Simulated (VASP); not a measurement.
# PtS2 (P-3m1) in VASP: notebook

PtS2 is run at these levels: PBE; tasks: single point.

Program: VASP 6.6.1. These are calculated values, not measurements. Logs are shortened: lines on timing, memory, paths and dates and some standing lists are left out, and cuts for length are marked.

## Step 1: The cell of the first run

Symmetry: P-3m1, No. 164, trigonal system. Conventional cell: a = 3.702 Å, b = 3.702 Å, c = 6.172 Å, α = 90.00°, β = 90.00°, γ = 120.00°. Pt (site symmetry -3m) has 6 S at 2.43 Å within 3.2 Å. S (site symmetry 3m) has 3 Pt at 2.43 Å and 3 S at 3.15 Å within 3.2 Å.

## Step 2: Single point, PBE

The input, INCAR:

```
PREC     = Accurate       # precision mode
ENCUT    = 520            # plane-wave cutoff, eV
EDIFF    = 1E-6           # SCF threshold, eV
ISMEAR   = 0              # smearing method
SIGMA    = 0.05           # smearing width, eV
LREAL    = False          # projectors in reciprocal space
LASPH    = True           # aspherical terms in the spheres
NELM     = 100            # most SCF steps
ALGO     = Normal         # electronic algorithm
ISIF     = 2              # what is computed and relaxed
LWAVE    = False          # write WAVECAR
LCHARG   = True           # write CHGCAR
GGA      = PE             # functional
LELF     = True           # ELF
LVHAR    = True         
NBANDS   = 18             # bands
```

The input, KPOINTS:

```
regular mesh
0
Gamma
  9 9 4
```

The input, POSCAR:

```
PtS2
1.0
    3.7018000000      0.0000000000      0.0000000000
   -1.8509000000      3.2058528397      0.0000000000
    0.0000000000      0.0000000000      6.1718000000
Pt S
1 2
Direct
    0.0000000000      0.0000000000      0.0000000000
    0.3333333333      0.6666666667      0.1878875382
    0.6666666667      0.3333333333      0.8121124618
```

Potentials or basis: VASP PAW PBE potentials, release 64 (Pt, S).

Started as:

```
$ cat potpaw_PBE.64/Pt/POTCAR potpaw_PBE.64/S/POTCAR > POTCAR
$ mpirun -np 1 vasp_std > vasp.out
```

OUTCAR:

```text
PREC = Accurate
   ENCUT = 520
   EDIFF = 1E-6
   ISMEAR = 0
   LREAL = False
   LASPH = True
   NELM = 100
   ISIF = 2
   GGA = PE

 ion  position               nearest neighbor table
   1  0.000  0.000  0.000-   2 2.43   3 2.43   2 2.43   3 2.43   3 2.43   2 2.43
   2  0.333  0.667  0.188-   1 2.43   1 2.43   1 2.43
   3  0.667  0.333  0.812-   1 2.43   1 2.43   1 2.43

  LATTYP: Found a hexagonal cell.
 ALAT       =     3.7018000000
 C/A-ratio  =     1.6672429629

  Lattice vectors:

 A1 = (   3.7018000000,   0.0000000000,   0.0000000000)
 A2 = (  -1.8509000000,   3.2058528397,   0.0000000000)
 A3 = (   0.0000000000,   0.0000000000,   6.1718000000)

Analysis of symmetry for initial positions (statically):
=====================================================================
 Subroutine PRICEL returns:
 Original cell was already a primitive cell.

 Routine SETGRP: Setting up the symmetry group for a
 hexagonal supercell.

 Subroutine GETGRP returns: Found 12 space group operations
 (whereof 12 operations were pure point group operations)
 out of a pool of 24 trial point group operations.

The static configuration has the point symmetry D_3d.

Analysis of symmetry for dynamics (positions and initial velocities):
=====================================================================
 Subroutine PRICEL returns:
 Original cell was already a primitive cell.

 Routine SETGRP: Setting up the symmetry group for a
 hexagonal supercell.

 Subroutine GETGRP returns: Found 12 space group operations
 (whereof 12 operations were pure point group operations)
 out of a pool of 24 trial point group operations.

The dynamic configuration has the point symmetry D_3d.

 Subroutine INISYM returns: Found 12 space group operations
 (whereof 12 operations are pure point group operations),
 and found     1 'primitive' translations

----------------------------------------------------------------------------------------

                                     Primitive cell

  volume of cell :      73.2434

  direct lattice vectors                    reciprocal lattice vectors
     3.701800000  0.000000000  0.000000000     0.270138851  0.155964739  0.000000000
    -1.850900000  3.205852840  0.000000000     0.000000000  0.311929477  0.000000000
     0.000000000  0.000000000  6.171800000     0.000000000  0.000000000  0.162027285

  length of vectors
     3.701800000  3.701800000  6.171800000     0.311929477  0.311929477  0.162027285

  position of ions in fractional coordinates (direct lattice)
     0.000000000  0.000000000  0.000000000
     0.333333333  0.666666667  0.187887538
     0.666666667  0.333333333  0.812112462

  ion indices of the primitive-cell ions
   primitive index   ion index
                 1           1
                 2           2
                 3           3

----------------------------------------------------------------------------------------

 KPOINTS: regular mesh

Automatic generation of k-mesh.
 Grid dimensions read from file:
 generate k-points for:    9    9    4

 Generating k-lattice:

  Cartesian coordinates                     Fractional coordinates (reciprocal lattice)
     0.030015428  0.017329415  0.000000000     0.111111111  0.000000000  0.000000000
     0.000000000  0.034658831  0.000000000     0.000000000  0.111111111  0.000000000
     0.000000000  0.000000000  0.040506821     0.000000000  0.000000000  0.250000000

  Length of vectors
     0.034658831  0.034658831  0.040506821

  Shift w.r.t. Gamma in fractional coordinates (k-lattice)
     0.000000000  0.000000000  0.000000000

 Subroutine IBZKPT returns following result:
 ===========================================

 Found     43 irreducible k-points:

 Following reciprocal coordinates:
            Coordinates               Weight
  0.000000  0.000000  0.000000      1.000000
  0.111111 -0.000000  0.000000      6.000000
  0.222222 -0.000000  0.000000      6.000000
  0.333333 -0.000000  0.000000      6.000000
  0.444444 -0.000000  0.000000      6.000000
  0.111111  0.111111  0.000000      6.000000
[... 16 lines left out ...]
  0.222222  0.111111  0.250000     12.000000
 -0.111111  0.333333  0.250000     12.000000
 [... further k-points ...]
   k-points           NKPTS =     43   k-points in BZ     NKDIM =     43   number of bands    NBANDS=     18
   number of dos      NEDOS =    301   number of ions     NIONS =      3
   total plane-waves  NPLWV =  37632
   dimension x,y,z NGX =    28 NGY =   28 NGZ =   48
   dimension x,y,z NGXF=    56 NGYF=   56 NGZF=   96
   ions per type =               1   2
   NGX,Y,Z   is equivalent  to a cutoff of  12.57, 12.57, 12.93 a.u.
   NGXF,Y,Z  is equivalent  to a cutoff of  25.15, 25.15, 25.86 a.u.
 SYSTEM =  unknown system
   PREC   = accura    normal or accurate (medium, high low for compatibility)
   ISTART =      0    job   : 0-new  1-cont  2-samecut
   ICHARG =      2    charge: 1-file 2-atom 10-const
   ISPIN  =      1    spin polarized calculation?
[... 21 lines left out ...]
   EFERMI_NEDOS =   21; number of points for ismear=-14 and -15
   IALGO  =     38    algorithm
   IMIX   =      4    mixing-type and parameters
     AMIX     =   0.40;   BMIX     =  1.00
     AMIX_MAG =   1.60;   BMIX_MAG =  1.00
  volume/ion in A,a.u.               =      24.41       164.76
  Fermi-wavevector in a.u.,A,eV,Ry     =   1.096376  2.071851 16.354758  1.202041
  Thomas-Fermi vector in A             =   2.232717
   LORBIT       =      0    0 simple, 1 ext, 2 COOP (PROOUT), +10 PAW based schemes
   GGA     = PE    functional components
   LHFCALC =     F    Hartree Fock is set to
   AEXX    =    0.0000 exact exchange contribution
   IVDW    =     0    specifies the selected vdW correction
   LEPSILON=     F    determine dielectric tensor
   LRPA    =     F    only Hartree local field effects (RPA)
 non-spin polarized calculation
 Gauss-broadening in eV      SIGMA  =   0.05
  energy-cutoff  :      520.00
  volume of cell :       73.24
 maximum number of plane-waves:      1989
   NGX = 13   NGY = 13   NGZ = 23

 number of electron      21.9999998 magnetization

 Free energy of the ion-electron system (eV)
  ---------------------------------------------------
  ext. energy  EPLUGINS =         0.00000000
  ---------------------------------------------------
  free energy    TOTEN  =       -15.37136164 eV

  energy without entropy =      -15.37136164  energy(sigma->0) =      -15.37136164

 E-fermi :   3.2994     XC(G=0):  -8.8532

 val. band max:        3.0631009269   @ k =   0.1111   0.1111   0.0000
 cond. band min:       4.3216734970   @ k =   0.0000   0.2222   0.2500
 fundamental gap:      1.2585725701
 Fermi energy:         3.2994375118

 k-point     1 :       0.0000    0.0000    0.0000
  band No.  band energies     occupation
      1     -11.0124      2.00000
      2      -8.6597      2.00000
      3      -2.7011      2.00000
      4      -2.7011      2.00000
      5      -2.0890      2.00000
      6       0.0734      2.00000
[... 10 lines left out ...]
     17      11.2405      0.00000
     18      12.1979      0.00000

 k-point     2 :       0.1111   -0.0000    0.0000
  band No.  band energies     occupation
      1     -10.8770      2.00000
      2      -8.7163      2.00000
      3      -2.6238      2.00000
      4      -2.6057      2.00000
      5      -1.9723      2.00000
      6      -0.1523      2.00000
[... 10 lines left out ...]
     17      11.7062      0.00000
     18      12.6692      0.00000

 k-point     3 :       0.2222   -0.0000    0.0000
  band No.  band energies     occupation
      1     -10.5012      2.00000
      2      -8.8592      2.00000
      3      -2.4216      2.00000
      4      -2.3595      2.00000
      5      -1.7073      2.00000
      6      -0.8026      2.00000
[... 10 lines left out ...]
     17      12.6671      0.00000
     18      12.7222      0.00000

 k-point     4 :       0.3333   -0.0000    0.0000
  band No.  band energies     occupation
      1      -9.9880      2.00000
      2      -9.0311      2.00000
      3      -2.5592      2.00000
      4      -2.0964      2.00000
      5      -1.6041      2.00000
      6      -0.8530      2.00000
[... 375 lines left out ...]
      4      -2.4393      2.00000
      5      -1.6656      2.00000
      6      -0.4362      2.00000
[... 10 lines left out ...]
     17      12.0770      0.00000
     18      12.7395      0.00000

 k-point    23 :       0.2222    0.1111    0.2500
  band No.  band energies     occupation
      1     -10.1574      2.00000
      2      -8.9912      2.00000
      3      -2.3093      2.00000
      4      -2.2105      2.00000
      5      -1.6919      2.00000
      6      -0.7988      2.00000
[... 10 lines left out ...]
     17      12.3771      0.00000
     18      12.9488      0.00000

 k-point    24 :      -0.1111    0.3333    0.2500
  band No.  band energies     occupation
      1     -10.1603      2.00000
      2      -8.9855      2.00000
      3      -2.3467      2.00000
      4      -2.2191      2.00000
      5      -1.6583      2.00000
      6      -0.8393      2.00000
[... 10 lines left out ...]
     17      12.1191      0.00000
     18      13.1754      0.00000

 [... further k-points ...]
[... 5 lines left out ...]
  --------------------------------------------------------------------------------------
  -------------------------------------------------------------------------------------
  Total       -2.7191023     -2.7191023     -0.1064523      0.0000000      0.0000000      0.0000000
  in kB      -59.4795613    -59.4795613     -2.3286120      0.0000000      0.0000000      0.0000000
  external PRESSURE =     -40.4292449 kB  Pullay stress =       0.0000000 kB

 VOLUME and BASIS-vectors are now :
 -----------------------------------------------------------------------------
  energy-cutoff  :      520.00
  volume of cell :       73.24
      direct lattice vectors                 reciprocal lattice vectors
     3.701800000  0.000000000  0.000000000     0.270138851  0.155964739  0.000000000
    -1.850900000  3.205852840  0.000000000     0.000000000  0.311929477  0.000000000
     0.000000000  0.000000000  6.171800000     0.000000000  0.000000000  0.162027285

 POSITION                                       TOTAL-FORCE (eV/Angst)
 -----------------------------------------------------------------------------------
      0.00000      0.00000      0.00000        -0.000000      0.000000      0.000000
     -0.00000      2.13724      1.15960        -0.000000      0.000000     -0.030057
      1.85090      1.06862      5.01220         0.000000      0.000000      0.030057
 -----------------------------------------------------------------------------------
    total drift:                               -0.000000      0.000000     -0.000000

  FREE ENERGIE OF THE ION-ELECTRON SYSTEM (eV)
  ---------------------------------------------------
  free  energy   TOTEN  =       -15.3713616369 eV

  energy  without entropy=      -15.3713616369  energy(sigma->0) =      -15.37136164
```

Run time: 54 s. Hardware: 1 thread of Intel Xeon 8259CL, shared host; peak memory 0.21 GiB.

What came out:

* Free energy: -15.3714 eV
* Pressure: -4.0 GPa
* Largest force: 0.030 eV/Å
* Band gap on the k mesh: 1.26 eV (least direct gap 1.32 eV)

Forces on the atoms (eV/Å):
```
Pt   0.000  0.000  0.000
S    0.000  0.000 -0.030
S    0.000  0.000  0.030
```

Levels at points of the mesh, in eV from the valence-band top:
| k point | band 8 | band 9 | band 10 | band 11 | band 12 | band 13 | band 14 | band 15 |
| --- | --- | --- | --- | --- | --- | --- | --- | --- |
| (0.00, 0.00, 0.00) | -1.01 | -0.71 | -0.71 | -0.37 | 2.72 | 2.72 | 4.91 | 5.67 |
| (0.00, 0.00, 0.50) | -1.16 | -0.77 | -0.73 | -0.73 | 2.77 | 2.77 | 5.71 | 6.28 |

Caveat: the cell stands under tension; spin-orbit coupling is left out, which moves the levels of the heavy elements; an odd mesh through Γ misses points on the zone boundary, where band edges can lie; this functional lacks dispersion, which binds the layers, so the pressure and a relaxed spacing across them are unreliable.

## Step 3: Single point, PBE

This run uses another cell than the first one, of 24.59 Å³/atom.

The input, INCAR:

```
PREC     = Accurate       # precision mode
ENCUT    = 520            # plane-wave cutoff, eV
EDIFF    = 1E-6           # SCF threshold, eV
ISMEAR   = 0              # smearing method
SIGMA    = 0.05           # smearing width, eV
LREAL    = F              # projectors in reciprocal space
LASPH    = T              # aspherical terms in the spheres
NELM     = 100            # most SCF steps
ALGO     = Normal         # electronic algorithm
ISIF     = 2              # what is computed and relaxed
LWAVE    = F              # write WAVECAR
LCHARG   = F              # write CHGCAR
GGA      = PE             # functional
NBANDS   = 18             # bands
```

KPOINTS is that of step 2.

The input, POSCAR:

```
PtS2
1.0
    3.5765911006      0.0000000000      0.0000000000
   -1.7882955503      3.0974187520      0.0000000000
    0.0000000000      0.0000000000      6.6591000000
Pt S
1 2
Direct
    0.0000000000      0.0000000000      0.0000000000
    0.3333333333      0.6666666667      0.1843630368
    0.6666666667      0.3333333333      0.8156369632
```

Potentials or basis: VASP PAW PBE potentials, release 64 (Pt, S).

Started as:

```
$ cat potpaw_PBE.64/Pt/POTCAR potpaw_PBE.64/S/POTCAR > POTCAR
$ mpirun -np 1 vasp_std > vasp.out
```

Wall time 66 s (1 thread of Intel Xeon 8259CL, shared host); peak memory 0.22 GiB.

It converged, with:

```yaml
Free_energy: -15.4652 eV
Pressure: -0.4 GPa
Largest_force: 0.036 eV/Å
Band_gap_on_the_k_mesh: 1.61 eV
```

Forces on the atoms (eV/Å):
```
Pt   0.000  0.000  0.000
S    0.000  0.000 -0.036
S    0.000  0.000  0.036
```

Stress tensor (GPa, compression positive):
```
-0.41  0.00  0.00
 0.00 -0.41  0.00
 0.00  0.00 -0.28
```

Levels at points of the mesh, in eV from the valence-band top:
```tsv
k point	band 7	band 8	band 9	band 10	band 11	band 12	band 13	band 14	band 15	band 16
(0.00, 0.00, 0.00)	-2.89	-0.95	-0.41	-0.34	-0.34	3.11	3.11	5.30	6.02	8.78
(0.00, 0.00, 0.50)	-2.89	-0.99	-0.74	-0.35	-0.35	3.14	3.14	5.93	6.86	7.32
```

Caveat: spin-orbit coupling is left out, which moves the levels of the heavy elements; an odd mesh through Γ misses points on the zone boundary, where band edges can lie; this functional lacks dispersion, which binds the layers, so the pressure and a relaxed spacing across them are unreliable.

## Step 4: Single point, PBE

This run uses another cell than the first one, of 25.19 Å³/atom.

The input, INCAR:

```
  PREC = Accurate
  ENCUT = 520
  EDIFF = 1E-7
  ISMEAR = 0
  SIGMA = 0.05
  LREAL = False
  LASPH = True
  NELM = 60
  ALGO = Normal
  ISIF = 2
  LWAVE = False
  LCHARG = False
  GGA = PE
  NBANDS = 18
```

The input, KPOINTS:

```
Automatic mesh
0
Gamma
  9 9 4
```

The input, POSCAR:

```
PtS2
1.0
    3.5765911006      0.0000000000      0.0000000000
   -1.7882955503      3.0974187520      0.0000000000
    0.0000000000      0.0000000000      6.8215000000
Pt S
1 2
Direct
    0.0000000000      0.0000000000      0.0000000000
    0.3333333333      0.6666666667      0.1799522209
    0.6666666667      0.3333333333      0.8200477791
```

Started as:

```
$ cat potpaw_PBE.64/Pt/POTCAR potpaw_PBE.64/S/POTCAR > POTCAR
$ mpirun -np 1 vasp_std > vasp.out
```

It took 79 s on 1 thread of Intel Xeon 8259CL, shared host; peak memory 0.22 GiB.

The run converged. Its results:

| Property | Result |
| --- | --- |
| Free energy | -15.4648 eV |
| Pressure | -0.4 GPa |
| Largest force | 0.034 eV/Å |
| Band gap on the k mesh | 1.64 eV (least direct gap 1.65 eV) |

Forces in eV/Å, atoms in the order of the input:
```
Pt   0.000  0.000  0.000
S    0.000  0.000 -0.034
S    0.000  0.000  0.034
```

Stress tensor (GPa, compression positive):
```
-0.41  0.00  0.00
 0.00 -0.41  0.00
 0.00  0.00 -0.28
```

Levels at points of the mesh, in eV from the valence-band top:
```tsv
k point	band 9	band 10	band 11	band 12	band 13	band 14
(0.00, 0.00, 0.00)	-0.44	-0.32	-0.32	3.14	3.14	5.27
(0.00, 0.00, 0.50)	-0.74	-0.33	-0.33	3.15	3.15	5.92
```

Caveat: spin-orbit coupling is left out, which moves the levels of the heavy elements; an odd mesh through Γ misses points on the zone boundary, where band edges can lie; this functional lacks dispersion, which binds the layers, so the pressure and a relaxed spacing across them are unreliable. Expect the measured gap to be larger: semilocal functionals such as PBE lack the derivative discontinuity.

## Step 5: Single point, PBE

This run uses another cell than the first one, of 25.06 Å³/atom.

The input, INCAR:

```
SYSTEM = PtS2
PREC = Accurate ; ENCUT = 520
EDIFF = 1E-7 ; ISMEAR = 0
SIGMA = 0.05 ; LREAL = .False.
LASPH = .True. ; NELM = 100
ALGO = Normal ; ISIF = 2
LWAVE = .False. ; LCHARG = .False.
GGA = PE ; NBANDS = 18
```

The input, KPOINTS:

```
Automatic mesh
0
Gamma
  9 9 4
  0 0 0
```

The input, POSCAR:

```
PtS2
1.0
    3.7018000000      0.0000000000      0.0000000000
   -1.8509000000      3.2058528397      0.0000000000
    0.0000000000      0.0000000000      6.3342000000
Pt S
1 2
Direct
    0.0000000000      0.0000000000      0.0000000000
    0.3333333333      0.6666666667      0.1830442026
    0.6666666667      0.3333333333      0.8169557974
```

Started as:

```
$ cat potpaw_PBE.64/Pt/POTCAR potpaw_PBE.64/S/POTCAR > POTCAR
$ mpirun -np 1 vasp_std > vasp.out
```

It took 63 s on 1 thread of Intel Xeon 8259CL, shared host; peak memory 0.21 GiB.

The run converged. Its results:

```
Free energy            : -15.3709 eV
Pressure               : -4.0 GPa
Largest force          : 0.027 eV/Å
Band gap on the k mesh : 1.31 eV (least direct gap 1.36 eV)
```

Forces on the atoms (eV/Å):
```
Pt   0.000  0.000  0.000
S    0.000  0.000 -0.027
S    0.000  0.000  0.027
```

Stress tensor (GPa, compression positive):
```
-5.82  0.00  0.00
 0.00 -5.82  0.00
 0.00  0.00 -0.24
```

Levels at points of the mesh, in eV from the valence-band top:
```
           k point  band 7  band 8  band 9  band 10  band 11  band 12  band 13  band 14  band 15  band 16
(0.00, 0.00, 0.00)   -2.95   -0.95   -0.67    -0.67    -0.40     2.77     2.77     4.91     5.72     8.21
(0.00, 0.00, 0.50)   -2.95   -1.07   -0.75    -0.69    -0.69     2.81     2.81     5.72     6.26     7.24
```

Caveat: the cell stands under tension; spin-orbit coupling is left out, which moves the levels of the heavy elements; an odd mesh through Γ misses points on the zone boundary, where band edges can lie; this functional lacks dispersion, which binds the layers, so the pressure and a relaxed spacing across them are unreliable.

## Step 6: The runs side by side

```tsv
cell	gap on the mesh (eV)	pressure (GPa)	largest force (eV/Å)
a = 3.702, b = 3.702, c = 6.172 Å, angles 90.0, 90.0, 120.0°, 3 atoms, atomic positions A	1.26	-4.0	0.03
a = 3.577, b = 3.577, c = 6.659 Å, angles 90.0, 90.0, 120.0°, 3 atoms, atomic positions B	1.61	-0.4	0.04
a = 3.577, b = 3.577, c = 6.822 Å, angles 90.0, 90.0, 120.0°, 3 atoms, atomic positions C	1.64	-0.4	0.03
a = 3.702, b = 3.702, c = 6.334 Å, angles 90.0, 90.0, 120.0°, 3 atoms, atomic positions B	1.31	-4.0	0.03
```

Alike in all rows: task single point; level PBE; potentials or basis VASP PAW PBE potentials, release 64 (Pt, S); no spin polarisation; k mesh 9 × 9 × 4; cutoff (eV) 520; smearing gaussian 0.05 eV.

Caveats: spin-orbit coupling is left out, which moves the levels of the heavy elements; an odd mesh through Γ misses points on the zone boundary, where band edges can lie; this functional lacks dispersion, which binds the layers, so the pressure and a relaxed spacing across them are unreliable; the cell stands under tension (at least some runs).

Total energies depend on the potentials used, so only differences within one code and one set of settings carry meaning.
